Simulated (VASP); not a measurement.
Wanted: the native input for a VASP 6.6.1 run.

| Property | Result |
| --- | --- |
| Task | relaxation of cell and atoms |
| Functional | PBEsol |
| Potentials or basis | VASP PAW PBE potentials, release 64 (Mo_sv, N) |
| Cutoff | 600 eV |
| k mesh | 8 × 8 × 8 |
| Occupations | fermi-dirac, width 0.15 eV |
| Spin | no spin polarisation |
| Dipole correction | no |
| Further INCAR settings | ALGO = Normal; EDIFF = 1e-07; IBRION = 2; EDIFFG = -0.001; NSW = 80; ISIF = 3 |

The structure of Mo3N4 lies in POSCAR:

```
Mo3N4
1.0
    4.1644377364      0.0000000000      0.0000000000
    0.0000000000      4.1644377364      0.0000000000
    0.0000000000      0.0000000000      4.1644377364
Mo N
3 4
Direct
    0.5000000000      0.5000000000      0.0000000000
    0.0000000000      0.5000000000      0.5000000000
    0.5000000000      0.0000000000      0.5000000000
    0.5000000000      0.5000000000      0.5000000000
    0.5000000000      0.0000000000      0.0000000000
    0.0000000000      0.5000000000      0.0000000000
    0.0000000000      0.0000000000      0.5000000000
```

The input as run:

INCAR

```
  ALGO = Normal
  EDIFF = 1E-7
  EDIFFG = -0.001
  ENCUT = 600
  GGA = PS
  IBRION = 2
  ISIF = 3
  ISMEAR = -1
  LASPH = True
  LCHARG = False
  LREAL = False
  LWAVE = False
  NELM = 60
  NSW = 80
  PREC = Accurate
  SIGMA = 0.15
```

KPOINTS

```
k-points
0
Gamma
  8 8 8
```

Potentials or basis: VASP PAW PBE potentials, release 64 (Mo_sv, N).

Command:

```console
$ cat potpaw_PBE.64/Mo_sv/POTCAR potpaw_PBE.64/N/POTCAR > POTCAR
$ mpirun -np 1 vasp_std > vasp.out
```

Results of the run:

The relaxed volume is 10.33 Å³/atom. The relaxed cell is a = 4.167 Å, b = 4.167 Å, c = 4.167 Å, α = 90.00°, β = 90.00°, γ = 90.00°, the space group after relaxing (to 0.1 Å) is Pm-3m (No. 221) and the energy gained by relaxing is 0.0 meV/atom. The ionic steps are 3. The pressure after relaxing is 0.0 GPa. The band gap on the k mesh is zero (bands 31 and 32 overlap by 1.96 eV).

Caveat: the PAW data sets were made with another functional, which shifts forces and pressure a little.

Wall time 4 min on 1 thread of Intel(R) Xeon(R) Platinum 8488C (Sapphire Rapids) (shared host), peak memory 0.26 GiB.
